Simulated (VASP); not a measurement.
A run of VASP 6.6.1 is set up as follows.

File INCAR:

```
PREC = Accurate
ENCUT = 520
EDIFF = 1E-6
ISMEAR = 0
SIGMA = 0.01
LREAL = F
LASPH = T
NELM = 60
ALGO = Normal
ISIF = 2
LWAVE = F
LCHARG = T
GGA = CA
LELF = T
LVHAR = T
NBANDS = 11
```

The input KPOINTS:

```
regular mesh
0
Gamma
  12 12 12
```

The input POSCAR:

```
BN
1.0
    0.0000000000      1.7570803155      1.7570803155
    1.7570803155      0.0000000000      1.7570803155
    1.7570803155      1.7570803155      0.0000000000
B N
1 1
Direct
    0.0000000000      0.0000000000      0.0000000000
    0.7500000000      0.7500000000      0.7500000000
```

Potentials or basis: VASP PAW LDA potentials, release 64 (B, N).

Launch:

```console
$ cat potpaw_LDA.64/B/POTCAR potpaw_LDA.64/N/POTCAR > POTCAR
$ mpirun -np 1 vasp_std > vasp.out
```

Task: Estimate the pressure.

Result: 26.3 GPa.

Task: Estimate the band gap on the k mesh.

Result: 4.44 eV, indirect (least direct gap 9.08 eV).

A k mesh can miss the band edges. A hybrid or GW would open this gap; LDA tends to underestimate it.
